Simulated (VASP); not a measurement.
Wanted: the native input for a VASP 6.6.1 run.

| Quantity | Value |
| --- | --- |
| Task | single point |
| Functional | PBEsol |
| Potentials or basis | VASP PAW PBE potentials, release 64 (Cd) |
| Cutoff | 520 eV |
| k mesh | 10 × 10 × 5 |
| Occupations | fermi-dirac, width 0.05 eV |
| Spin | no spin polarisation |
| Dipole correction | no |
| Further INCAR settings | ALGO = Normal; EDIFF = 1e-07; NBANDS = 19 |

The structure of Cd lies in POSCAR:

```
Cd
1.0
    2.9180596717      0.0000000000      0.0000000000
   -1.4590298358      2.5271138055      0.0000000000
    0.0000000000      0.0000000000      5.5029719036
Cd
2
Direct
    0.6666666667      0.3333333333      0.7500000000
    0.3333333333      0.6666666667      0.2500000000
```

One way to write it, as run:

INCAR

```
SYSTEM = Cd
ALGO = Normal
EDIFF = 1E-7
ENCUT = 520
GGA = PS
ISIF = 2
ISMEAR = -1
LASPH = .True.
LCHARG = .False.
LREAL = .False.
LWAVE = .False.
NBANDS = 19
NELM = 100
PREC = Accurate
SIGMA = 0.05
```

KPOINTS

```
k-points
0
Gamma
  10 10 5
  0 0 0
```

Potentials or basis: VASP PAW PBE potentials, release 64 (Cd).

Launch:

```sh
$ cat potpaw_PBE.64/Cd/POTCAR > POTCAR
$ mpirun -np 1 vasp_std > vasp.out
```

It gave:

The pressure is 2.9 GPa and the band gap on the k mesh is zero (band 12 reaches 4.33 eV, above the bottom of band 13 at 0.26 eV).

Caveat: the PAW data sets were made with another functional, which shifts forces and pressure a little.

Wall time 15 s on 1 thread of Intel(R) Xeon(R) Platinum 8375C CPU @ 2.90GHz (Ice Lake), with other jobs on the host, peak memory 0.17 GiB.
